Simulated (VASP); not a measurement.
# Al6H in VASP: a series of runs, part 2 of 2

VASP 6.6.1. Earlier steps stand in the parts before.

**4. Single point, PBE**

Contents of INCAR:

```
ALGO = Normal
DIPOL = 0.5 0.5 0.300
EDIFF = 1E-6
ENCUT = 520
GGA = PE
IDIPOL = 3
ISIF = 2
ISMEAR = 0
LASPH = T
LCHARG = F
LDIPOL = T
LREAL = F
LWAVE = F
NBANDS = 32
NELM = 80
PREC = Accurate
SIGMA = 0.1
```

Contents of KPOINTS:

```
k-points
0
Gamma
  6 6 1
```

Contents of POSCAR:

```
Al6H
1.0
    5.7135165837      0.0000000000      0.0000000000
   -2.8567582918      4.9480505064      0.0000000000
    0.0000000000      0.0000000000     22.6013782090
Al H
12 2
Direct
    0.3333333333      0.1666666667      0.1769803577
    0.3333333333      0.6666666667      0.1769803577
    0.8333333333      0.1666666667      0.1769803577
    0.8333333333      0.6666666667      0.1769803577
    0.1666666667      0.3333333333      0.2787759109
    0.1666666667      0.8333333333      0.2787759109
    0.6666666667      0.3333333333      0.2787759109
    0.6666666667      0.8333333333      0.2787759109
    0.0000000000      0.0000000000      0.3805687480
    0.0000000000      0.5000000000      0.3805687480
    0.5000000000      0.0000000000      0.3805687480
    0.5000000000      0.5000000000      0.3805687480
    0.1695766752      0.5000000000      0.4287958955
    0.3304233248      0.5000000000      0.4287958955
```

The run is started by

```
$ cat potpaw_PBE.64/Al/POTCAR potpaw_PBE.64/H/POTCAR > POTCAR
$ mpirun -np 1 vasp_std > vasp.out
```

Wall time 11 min (1 thread of Intel Xeon Platinum 8259CL at 2.50GHz (Skylake/Cascade Lake), shared host); peak memory 0.7 GiB.

Results (log left out):

```
Free energy            : -46.3916 eV
Largest force          : 4.267 eV/Å
Band gap on the k mesh : zero (bands 19 and 20 overlap by 0.67 eV)
```

Forces in eV/Å, atoms in the order of the input:
```
Al   0.062 -0.056 -0.088
Al   0.000  0.097 -0.018
Al  -0.062 -0.056 -0.088
Al   0.000  0.050 -0.092
Al   0.000  0.040  0.353
Al  -0.045  0.058  0.004
Al   0.000 -0.087  0.034
Al   0.045  0.058  0.004
Al   0.000 -0.333 -0.214
Al  -3.202  0.003 -2.820
Al   0.000  0.301 -0.282
Al   3.202  0.003 -2.820
H    0.269 -0.039  3.014
H   -0.269 -0.039  3.014
```

Levels at points of the mesh, in eV from the Fermi level:
```
           k point  band 16  band 17  band 18  band 19  band 20  band 21  band 22  band 23
(0.00, 0.00, 0.00)    -2.83    -2.00    -1.48    -0.55    -0.45    -0.32    -0.25     0.13
(0.50, 0.00, 0.00)    -0.67    -0.58    -0.35    -0.15     0.17     0.80     1.03     1.24
(0.00, 0.50, 0.00)    -0.70    -0.58    -0.38    -0.04     0.06     0.77     0.93     1.32
```

**5. Single point, PBE**

Contents of INCAR:

```
SYSTEM = Al6H
PREC = Accurate
ENCUT = 520
EDIFF = 1E-6
ISMEAR = 0
SIGMA = 0.1
LREAL = .False.
LASPH = .True.
NELM = 60
ALGO = Normal
ISIF = 2
LWAVE = .False.
LCHARG = .True.
LDIPOL = .True.
IDIPOL = 3
DIPOL = 0.5 0.5 0.304
GGA = PE
LELF = .True.
LVHAR = .True.
LVACPOTAV = .True.
NBANDS = 32
```

Contents of KPOINTS:

```
regular mesh
0
Gamma
  6 6 1
  0 0 0
```

Changes to POSCAR since step 4:

```diff
@@ -20,3 +20,3 @@
     0.5000000000      0.5000000000      0.3805687480
-    0.1695766752      0.5000000000      0.4287958955
-    0.3304233248      0.5000000000      0.4287958955
+    0.0544111742      0.5000000000      0.4571127527
+    0.4455888258      0.5000000000      0.4571127527
```

The run is started by

```
$ cat potpaw_PBE.64/Al/POTCAR potpaw_PBE.64/H/POTCAR > POTCAR
$ mpirun -np 1 vasp_std > vasp.out
```

It took 9.9 min on 1 thread of Intel Xeon Platinum 8259CL at 2.50GHz (Skylake/Cascade Lake), shared host; peak memory 0.72 GiB.

The run converged. Its results:

| Quantity | Value |
| --- | --- |
| Free energy | -47.7801 eV |
| Largest force | 1.367 eV/Å |
| Band gap on the k mesh | zero (bands 19 and 20 overlap by 0.63 eV) |

Forces on the atoms (eV/Å):
```
Al   0.023 -0.109 -0.137
Al   0.000  0.127 -0.140
Al  -0.023 -0.109 -0.137
Al   0.000  0.080 -0.144
Al   0.000 -0.186  0.276
Al  -0.019  0.192 -0.014
Al   0.000 -0.196  0.118
Al   0.019  0.192 -0.014
Al   0.000 -0.116 -0.210
Al  -0.045  0.028  1.366
Al   0.000  0.053 -0.244
Al   0.045  0.028  1.366
H   -0.307  0.009 -1.042
H    0.307  0.009 -1.042
```

Levels at points of the mesh, in eV from the Fermi level:
| k point | band 17 | band 18 | band 19 | band 20 | band 21 | band 22 |
| --- | --- | --- | --- | --- | --- | --- |
| (0.00, 0.00, 0.00) | -1.79 | -1.45 | -0.35 | -0.25 | -0.21 | -0.13 |
| (0.50, 0.00, 0.00) | -0.51 | -0.42 | -0.06 | 0.02 | 0.97 | 1.02 |
| (0.00, 0.50, 0.00) | -0.54 | -0.26 | -0.07 | 0.12 | 0.93 | 1.02 |

**6. Single point, PBE**

Contents of INCAR:

```
  PREC = Accurate
  ENCUT = 520
  EDIFF = 1E-6
  ISMEAR = 0
  SIGMA = 0.1
  LREAL = False
  LASPH = True
  NELM = 80
  ALGO = Normal
  ISIF = 2
  LWAVE = False
  LCHARG = False
  LDIPOL = True
  IDIPOL = 3
  DIPOL = 0.5 0.5 0.306
  GGA = PE
  NBANDS = 32
```

Contents of KPOINTS:

```
Automatic mesh
0
Gamma
  6 6 1
```

Changes to POSCAR since step 5:

```diff
@@ -20,3 +20,3 @@
     0.5000000000      0.5000000000      0.3805687480
-    0.0544111742      0.5000000000      0.4571127527
-    0.4455888258      0.5000000000      0.4571127527
+    0.1931173437      0.5000000000      0.4712711814
+    0.3068826563      0.5000000000      0.4712711814
```

Potentials or basis: VASP PAW PBE potentials, release 64 (Al, H).

The run is started by

```
$ cat potpaw_PBE.64/Al/POTCAR potpaw_PBE.64/H/POTCAR > POTCAR
$ mpirun -np 1 vasp_std > vasp.out
```

OUTCAR:

```text
PREC = Accurate
   ENCUT = 520
   EDIFF = 1E-6
   ISMEAR = 0
   LREAL = False
   LASPH = True
   NELM = 80
   ISIF = 2
   GGA = PE

 ion  position               nearest neighbor table
   1  0.333  0.167  0.177-   5 2.83   6 2.83   7 2.83   2 2.86   2 2.86   3 2.86   3 2.86   4 2.86
                             4 2.86
   2  0.333  0.667  0.177-   6 2.83   5 2.83   8 2.83   1 2.86   1 2.86   4 2.86   4 2.86   3 2.86
                             3 2.86
   3  0.833  0.167  0.177-   7 2.83   8 2.83   5 2.83   4 2.86   4 2.86   1 2.86   1 2.86   2 2.86
                             2 2.86
   4  0.833  0.667  0.177-   8 2.83   7 2.83   6 2.83   3 2.86   3 2.86   2 2.86   2 2.86   1 2.86
                             1 2.86
   5  0.167  0.333  0.279-   9 2.83  12 2.83  10 2.83   1 2.83   2 2.83   3 2.83   6 2.86   6 2.86
                             7 2.86   7 2.86   8 2.86   8 2.86
   6  0.167  0.833  0.279-  10 2.83  11 2.83   9 2.83   2 2.83   1 2.83   4 2.83   5 2.86   5 2.86
                             8 2.86   8 2.86   7 2.86   7 2.86
   7  0.667  0.333  0.279-  11 2.83  10 2.83  12 2.83   3 2.83   4 2.83   1 2.83   8 2.86   8 2.86
                             5 2.86   5 2.86   6 2.86   6 2.86
   8  0.667  0.833  0.279-  12 2.83   9 2.83  11 2.83   4 2.83   3 2.83   2 2.83   7 2.86   7 2.86
                             6 2.86   6 2.86   5 2.86   5 2.86
[... 669 lines left out ...]
  Total        1.0797487     -3.4547879      3.1914894     -0.0000000     -0.2993033     -0.0000000
  in kB        2.7074517     -8.6628229      8.0026062     -0.0000000     -0.7504979     -0.0000000
  external PRESSURE =       0.6824117 kB  Pullay stress =       0.0000000 kB

 VOLUME and BASIS-vectors are now :
 -----------------------------------------------------------------------------
  energy-cutoff  :      520.00
  volume of cell :      638.96
      direct lattice vectors                 reciprocal lattice vectors
     5.713516584  0.000000000  0.000000000     0.175023558  0.101049898  0.000000000
    -2.856758292  4.948050506  0.000000000     0.000000000  0.202099796  0.000000000
     0.000000000  0.000000000 22.601378209     0.000000000  0.000000000  0.044245089

 POSITION                                       TOTAL-FORCE (eV/Angst)
 -----------------------------------------------------------------------------------
      1.42838      0.82468      4.00000         0.014246     -0.038686     -0.040801
     -0.00000      3.29870      4.00000         0.000000      0.015687     -0.052601
      4.28514      0.82468      4.00000        -0.014246     -0.038686     -0.040801
      2.85676      3.29870      4.00000         0.000000      0.065961     -0.047580
      0.00000      1.64935      6.30072         0.000000      0.033626     -0.035271
     -1.42838      4.12338      6.30072        -0.017707      0.002117     -0.034332
      2.85676      1.64935      6.30072         0.000000      0.031003      0.045848
      1.42838      4.12338      6.30072         0.017707      0.002117     -0.034332
      0.00000      0.00000      8.60138        -0.000000     -0.007235     -0.040231
     -1.42838      2.47403      8.60138        -0.208486     -0.003220     -0.380444
      2.85676      0.00000      8.60138        -0.000000     -0.000318     -0.062196
      1.42838      2.47403      8.60138         0.208486     -0.003220     -0.380444
     -0.32500      2.47403     10.65138        -5.217284     -0.029573      0.551593
      0.32500      2.47403     10.65138         5.217284     -0.029573      0.551593
 -----------------------------------------------------------------------------------
    total drift:                               -0.000000      0.000102      0.000272

  FREE ENERGIE OF THE ION-ELECTRON SYSTEM (eV)
  ---------------------------------------------------
  free  energy   TOTEN  =       -48.1599561930 eV

  energy  without entropy=      -48.1246983083  energy(sigma->0) =      -48.14232725

 vacuum level on the upper side and lower side of the slab         3.637         3.865
```

Wall time 11 min (1 thread of Intel Xeon Platinum 8259CL at 2.50GHz (Skylake/Cascade Lake), shared host); peak memory 0.7 GiB.

Results:

```
Free energy            : -48.1600 eV
Largest force          : 5.246 eV/Å
Band gap on the k mesh : zero (bands 19 and 20 overlap by 0.99 eV)
```

Forces on the atoms (eV/Å):
```
Al   0.014 -0.039 -0.041
Al   0.000  0.016 -0.053
Al  -0.014 -0.039 -0.041
Al   0.000  0.066 -0.048
Al   0.000  0.034 -0.035
Al  -0.018  0.002 -0.034
Al   0.000  0.031  0.046
Al   0.018  0.002 -0.034
Al   0.000 -0.007 -0.040
Al  -0.208 -0.003 -0.380
Al   0.000  0.000 -0.062
Al   0.208 -0.003 -0.380
H   -5.217 -0.030  0.552
H    5.217 -0.030  0.552
```

Levels at points of the mesh, in eV from the Fermi level:
| k point | band 15 | band 16 | band 17 | band 18 | band 19 | band 20 | band 21 | band 22 | band 23 | band 24 |
| --- | --- | --- | --- | --- | --- | --- | --- | --- | --- | --- |
| (0.00, 0.00, 0.00) | -2.75 | -2.72 | -2.60 | -0.53 | -0.38 | -0.35 | -0.18 | -0.14 | -0.10 | 0.86 |
| (0.50, 0.00, 0.00) | -1.28 | -0.47 | -0.47 | -0.21 | -0.19 | 0.90 | 0.96 | 1.22 | 1.37 | 1.52 |
| (0.00, 0.50, 0.00) | -1.26 | -0.47 | -0.46 | -0.23 | -0.19 | 0.84 | 0.96 | 1.16 | 1.36 | 1.61 |

**7. Single point, PBE**

Contents of INCAR:

```
SYSTEM = Al6H
ALGO = Normal ; DIPOL = 0.5 0.5 0.316
EDIFF = 1E-7 ; ENCUT = 520
GGA = PE ; IDIPOL = 3
ISIF = 2 ; ISMEAR = 0
LASPH = .True. ; LCHARG = .True.
LDIPOL = .True. ; LELF = .True.
LREAL = .False. ; LVACPOTAV = .True.
LVHAR = .True. ; LWAVE = .False.
NBANDS = 32 ; NELM = 60
PREC = Accurate ; SIGMA = 0.1
```

Contents of KPOINTS:

```
k-points
0
Gamma
  6 6 1
  0 0 0
```

Changes to POSCAR since step 6:

```diff
@@ -20,3 +20,3 @@
     0.5000000000      0.5000000000      0.3805687480
-    0.1931173437      0.5000000000      0.4712711814
-    0.3068826563      0.5000000000      0.4712711814
+    0.1466485891      0.5000000000      0.5398510700
+    0.3533514109      0.5000000000      0.5398510700
```

Potentials or basis: VASP PAW PBE potentials, release 64 (Al, H).

The run is started by

```
$ cat potpaw_PBE.64/Al/POTCAR potpaw_PBE.64/H/POTCAR > POTCAR
$ mpirun -np 1 vasp_std > vasp.out
```

OUTCAR:

```text
SYSTEM = Al6H
   EDIFF = 1E-7
   ENCUT = 520
   GGA = PE
   ISIF = 2
   ISMEAR = 0
   LASPH = .True.
   LREAL = .False.
   NELM = 60
   PREC = Accurate

 ion  position               nearest neighbor table
   1  0.333  0.167  0.177-   5 2.83   6 2.83   7 2.83   2 2.86   2 2.86   3 2.86   3 2.86   4 2.86
                             4 2.86
   2  0.333  0.667  0.177-   6 2.83   5 2.83   8 2.83   1 2.86   1 2.86   4 2.86   4 2.86   3 2.86
                             3 2.86
   3  0.833  0.167  0.177-   7 2.83   8 2.83   5 2.83   4 2.86   4 2.86   1 2.86   1 2.86   2 2.86
                             2 2.86
[... 687 lines left out ...]
    -2.856758292  4.948050506  0.000000000     0.000000000  0.202099796  0.000000000
     0.000000000  0.000000000 22.601378209     0.000000000  0.000000000  0.044245089

 POSITION                                       TOTAL-FORCE (eV/Angst)
 -----------------------------------------------------------------------------------
      1.42838      0.82468      4.00000        -0.002411     -0.001136      0.001878
     -0.00000      3.29870      4.00000        -0.000000     -0.001395     -0.000323
      4.28514      0.82468      4.00000         0.002411     -0.001136      0.001878
      2.85676      3.29870      4.00000         0.000000      0.003927      0.002230
      0.00000      1.64935      6.30072         0.000000      0.002764     -0.009295
     -1.42838      4.12338      6.30072         0.002003     -0.000512     -0.002125
      2.85676      1.64935      6.30072         0.000000      0.000664      0.006738
      1.42838      4.12338      6.30072        -0.002003     -0.000512     -0.002125
      0.00000      0.00000      8.60138         0.000000      0.007261      0.003745
     -1.42838      2.47403      8.60138         0.009198      0.000054      0.005628
      2.85676      0.00000      8.60138        -0.000000     -0.008231      0.003621
      1.42838      2.47403      8.60138        -0.009198      0.000054      0.005628
     -0.59050      2.47403     12.20138         4.607205     -0.000900     -0.008740
      0.59050      2.47403     12.20138        -4.607205     -0.000900     -0.008740
 -----------------------------------------------------------------------------------
    total drift:                               -0.000000     -0.000027      0.000201

  FREE ENERGIE OF THE ION-ELECTRON SYSTEM (eV)
  ---------------------------------------------------
  free  energy   TOTEN  =       -47.4324640881 eV

  energy  without entropy=      -47.4009486194  energy(sigma->0) =      -47.41670635

 vacuum level on the upper side and lower side of the slab         3.846         3.774
```

Run time: 11 min. Hardware: 1 thread of Intel Xeon Platinum 8259CL at 2.50GHz (Skylake/Cascade Lake), shared host; peak memory 0.72 GiB.

What came out:

```
Free energy            : -47.4325 eV
Largest force          : 4.607 eV/Å
Band gap on the k mesh : zero (bands 19 and 20 overlap by 1.02 eV)
```

Forces on the atoms (eV/Å):
```
Al  -0.002 -0.001  0.002
Al   0.000 -0.001  0.000
Al   0.002 -0.001  0.002
Al   0.000  0.004  0.002
Al   0.000  0.003 -0.009
Al   0.002 -0.001 -0.002
Al   0.000  0.001  0.007
Al  -0.002 -0.001 -0.002
Al   0.000  0.007  0.004
Al   0.009  0.000  0.006
Al   0.000 -0.008  0.004
Al  -0.009  0.000  0.006
H    4.607 -0.001 -0.009
H   -4.607 -0.001 -0.009
```

**8. The runs side by side**

| cell | gap on the mesh (eV) | largest force (eV/Å) |
| --- | --- | --- |
| as given, atomic positions A | none | 14.60 |
| as given, atomic positions B | none | 4.95 |
| as given, atomic positions C | none | 4.27 |
| as given, atomic positions D | none | 1.37 |
| as given, atomic positions E | none | 5.25 |
| as given, atomic positions F | none | 4.61 |

Alike in all rows: task single point; level PBE; potentials or basis VASP PAW PBE potentials, release 64 (Al, H); no spin polarisation; k mesh 6 × 6 × 1; cutoff (eV) 520; smearing gaussian 0.1 eV.

Total energies depend on the potentials used, so only differences within one code and one set of settings carry meaning.
